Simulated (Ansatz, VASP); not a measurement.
**CoO: VASP beside Ansatz**

File INCAR:

```
SYSTEM = CoO
PREC     = Accurate       ! precision mode
ENCUT    = 520            ! plane-wave cutoff, eV
EDIFF    = 1E-7           ! SCF threshold, eV
ISMEAR   = 0              ! smearing method
SIGMA    = 0.02           ! smearing width, eV
LREAL    = .False.        ! projectors in reciprocal space
LASPH    = .True.         ! aspherical terms in the spheres
NELM     = 150            ! most SCF steps
ALGO     = Normal         ! electronic algorithm
ISIF     = 2              ! what is computed and relaxed
LWAVE    = .False.        ! write WAVECAR
LCHARG   = .False.        ! write CHGCAR
LMAXMIX  = 4              ! l up to which the mixer works
LDAU     = .True.         ! DFT+U
LDAUTYPE = 2            
LDAUL    = 2 -1           ! shell
LDAUU    = 3.32 0         ! U, eV
LDAUJ    = 0 0          
LDAUPRINT= 1            
GGA      = PE             ! functional
NBANDS   = 14             ! bands
```

The input KPOINTS:

```
Automatic mesh
0
Gamma
  12 12 12
  0 0 0
```

POSCAR

```
CoO
1.0
   -1.5278445359      1.5278445359      2.1349801080
    1.5278445359     -1.5278445359      2.1349801080
    1.5278445359      1.5278445359     -2.1349801080
Co O
1 1
Direct
    0.0000000000      0.0000000000      0.0000000000
    0.5000000000      0.5000000000      0.0000000000
```

Input for Ansatz:

```yaml
crystal:
  lattice:
    - [-1.5278445359, 1.5278445359, 2.134980108]
    - [1.5278445359, -1.5278445359, 2.134980108]
    - [1.5278445359, 1.5278445359, -2.134980108]
  atoms:
    - { symbol: Co, position: [0.0, 0.0, 0.0] }
    - { symbol: O, position: [0.5, 0.5, 0.0] }
basis:
  ecutwfc: 420
kpoints:
  mp_grid: { grid: [12, 12, 12] }
hamiltonian:
  xc: pbe
  hubbard: { sites: [{ species: Co, l: d, u_eff: 3.32 }] }
scf:
  occupations: { method: gaussian, width: 0.02 }
output:
  forces: true
  stress: true
  eigenvalues: true
```

Alike in both runs: task single point; functional PBE; k mesh 12 × 12 × 12; occupations gaussian, width 0.02 eV; no spin polarisation; Hubbard terms Co d U = 3.32 eV.

|  | VASP | Ansatz |
| --- | --- | --- |
| version | VASP 6.6.1 | Ansatz 0.2.0 |
| potentials or method | VASP PAW PBE potentials, release 64 (Co, O), cutoff 520 eV | scalar-relativistic, plane waves, PAW |
| valence electrons in the cell | 15 | 23 |

|  | VASP | Ansatz | Ansatz less VASP |
| --- | --- | --- | --- |
| gap on the k mesh at the Fermi level (eV) | none | none | - |
| pressure (GPa) | -23.4 | -22.1 | +1.24 |
| traceless stress, the component that is largest in VASP (GPa) | -0.26 | -0.85 | -0.586 |

The programs project onto different local orbitals, so the same U acts differently, and such runs can settle in different states. A gap of «none» marks a metal or a gap that the smearing closes. VASP's potentials hold 15 valence electrons a cell and Ansatz's 23, so a difference there can come from the potentials and not from the codes. Ansatz's warnings: filled band counts differ across k points.
